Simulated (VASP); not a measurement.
Wanted: the native input for a VASP 6.6.1 run.

| Property | Result |
| --- | --- |
| Task | relaxation of cell and atoms |
| Functional | PBE |
| Potentials or basis | VASP PAW PBE potentials, release 64 (Rb_sv, Ge_d, Sb) |
| Cutoff | 600 eV |
| k mesh | 3 × 3 × 4 |
| Occupations | gaussian, width 0.1 eV |
| Spin | no spin polarisation |
| Dipole correction | no |
| Further INCAR settings | ALGO = Normal; EDIFF = 1e-06; IBRION = 2; EDIFFG = -0.04; NSW = 90; ISIF = 3 |

The structure of RbGe2Sb3 lies in POSCAR:

```
RbGe2Sb3
1.0
    6.6815215544      0.0000000000      0.0000000000
   -3.3407607772      5.7863674020      0.0000000000
    0.0000000000      0.0000000000      4.0684979535
Rb Ge Sb
1 2 3
Direct
    0.0000000000      0.0000000000      0.0000000000
    0.3333333333      0.6666666667      0.0000000000
    0.6666666667      0.3333333333      0.0000000000
    0.5000000000      0.0000000000      0.5000000000
    0.5000000000      0.5000000000      0.5000000000
    0.0000000000      0.5000000000      0.5000000000
```

The input as run:

INCAR

```
ALGO = Normal
EDIFF = 1E-6
EDIFFG = -0.04
ENCUT = 600
GGA = PE
IBRION = 2
ISIF = 3
ISMEAR = 0
LASPH = True
LCHARG = False
LREAL = False
LWAVE = False
NELM = 80
NSW = 90
PREC = Accurate
SIGMA = 0.1
```

KPOINTS

```
k-points
0
Gamma
  3 3 4
```

Potentials or basis: VASP PAW PBE potentials, release 64 (Rb_sv, Ge_d, Sb).

The run is started by

```sh
$ cat potpaw_PBE.64/Rb_sv/POTCAR potpaw_PBE.64/Ge_d/POTCAR potpaw_PBE.64/Sb/POTCAR > POTCAR
$ mpirun -np 1 vasp_std > vasp.out
```

It gave:

| Quantity | Value |
| --- | --- |
| Relaxed volume | 31.03 Å³/atom |
| Relaxed cell | a = 7.185 Å, b = 7.185 Å, c = 4.164 Å, α = 90.00°, β = 90.00°, γ = 120.00° |
| Space group after relaxing (to 0.1 Å) | P6/mmm (No. 191) |
| Energy gained by relaxing | 116.5 meV/atom |
| Ionic steps | 6 |
| Pressure after relaxing | 0.0 GPa |
| Band gap on the k mesh | zero (bands 26 and 27 overlap by 0.59 eV) |

Caveat: the k points lie up to 0.38 Å⁻¹ apart in the final cell, too coarse for converged energies and pressures of a metal; the volume moved by over 15 % at a fixed basis, so the end points are rough; spin-orbit coupling is left out, which moves the levels of the heavy elements.

Run time: 2.5 min on 1 thread of Intel(R) Xeon(R) 6975P-C (Granite Rapids) (shared host), peak memory 0.36 GiB.
